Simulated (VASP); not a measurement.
Set up this calculation in VASP 6.6.1, as the native input.

```
Task                   : single point
Functional             : PBE
Dispersion             : D3(BJ)
Potentials or basis    : VASP PAW PBE potentials, release 64 (Li_sv, S, Na_pv)
Cutoff                 : 520 eV
k mesh                 : 3 × 3 × 3
Occupations            : gaussian, width 0.1 eV
Spin                   : no spin polarisation
Dipole correction      : no
Further INCAR settings : LREAL = Auto; ALGO = Normal; EDIFF = 1e-07; NBANDS = 74; ISYM = 0
```

The structure of NaLi3S2 lies in POSCAR:

```
NaLi3S2
1.0
    7.2775592624      0.1037229614     -0.0358133246
    0.1033120181      7.2538910761      0.3143234768
   -0.0387418853      0.3031607060      7.3464106953
Li S Na
12 8 4
Direct
    0.0529288664      0.7434991759      0.2923413625
    0.2331150606      0.9406308282      0.5535179171
    0.5065603704      0.0244200354      0.9701172550
    0.5331328617      0.7628623939      0.3580399451
    0.1761174476      0.3610596061      0.8118144411
    0.2177702951      0.3900547702      0.4525106562
    0.4499943205      0.5817272397      0.6484346376
    0.3452463981      0.2979397388      0.1545163236
    0.5765246375      0.0865432380      0.3511584369
    0.8737034378      0.4498754272      0.4706107869
    0.6272475614      0.2129562135      0.6472636832
    0.0029222765      0.1191143259      0.3025587303
    0.1096150415      0.6372313789      0.6138603590
    0.2904657440      0.9671988412      0.2149808462
    0.5304318977      0.8977837323      0.6690053856
    0.0017686310      0.1701288829      0.6237574076
    0.0531449676      0.4418935727      0.1567580627
    0.5019368086      0.3583876390      0.8885222856
    0.7796014425      0.9156051178      0.1721198128
    0.5449322702      0.4200684318      0.3901065063
    0.8727393916      0.8460850022      0.7724752020
    0.2698530988      0.7075235889      0.9561384038
    0.7067385565      0.5734300120      0.0791602853
    0.8571750452      0.2185355099      0.9578558712
```

These files were run (other wordings do the same):

INCAR

```
SYSTEM = NaLi3S2
PREC = Accurate
ENCUT = 520
EDIFF = 1E-7
ISMEAR = 0
SIGMA = 0.1
LREAL = Auto
LASPH = .TRUE.
NELM = 60
ALGO = Normal
ISIF = 2
LWAVE = .FALSE.
LCHARG = .FALSE.
GGA = PE
IVDW = 12
NBANDS = 74
ISYM = 0
```

KPOINTS

```
Automatic mesh
0
G
  3 3 3
  0 0 0
```

Potentials or basis: VASP PAW PBE potentials, release 64 (Li_sv, S, Na_pv).

Launch:

```sh
$ cat potpaw_PBE.64/Li_sv/POTCAR potpaw_PBE.64/S/POTCAR potpaw_PBE.64/Na_pv/POTCAR > POTCAR
$ mpirun -np 1 vasp_std > vasp.out
```

It gave:

| Item | Value |
| --- | --- |
| Largest force | 0.031 eV/Å |
| Band gap on the k mesh | 3.09 eV |
| Dispersion energy per atom | -0.275 eV |

Caveat: the atoms stand as in a frame of molecular dynamics.

Wall time 19 min on 1 thread of Oxide Virtual Turin-like Processor, with other jobs on the host, peak memory 0.49 GiB.
